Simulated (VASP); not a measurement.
**Ru: single point with PBE**

Crystal: Ru.

```
Ru
1.0
     2.70580    0.00000    0.00000
    -1.35290    2.34329    0.00000
     0.00000    0.00000    4.28190
Ru
2
Direct
  0.66667 0.33333 0.75000
  0.33333 0.66667 0.25000
```

| Quantity | Value |
| --- | --- |
| Program | VASP 6.6.1 |
| Task | single point |
| Functional | PBE |
| Potentials or basis | VASP PAW PBE potentials, release 64 (Ru_pv) |
| Cutoff | 520 eV |
| k mesh | 8 × 8 × 5 |
| Occupations | fermi-dirac, width 0.05 eV |
| Spin | non-collinear spin, zero start, spin-orbit coupling |
| Starting moments | [[0.0, 0.0, 0.0], [0.0, 0.0, 0.0]] μB |

```yaml
Pressure: 4.2 GPa
Net_moment: 0.00 μB per cell
Valence_electrons_inside_the_program's_atomic_spheres: Ru 12.67
```

Stress tensor (GPa, compression positive):
```
4.47 0.00 0.00
0.00 4.47 0.00
0.00 0.00 3.72
```

Moments on the atoms (μB; x, y, z):
```
Ru  0.00 0.00 0.00
Ru  0.00 0.00 0.00
```

Run time: 74 s on 1 thread of Intel Xeon 8259CL, on a shared host, peak memory 0.21 GiB.

Caveat: the cell stands under pressure.
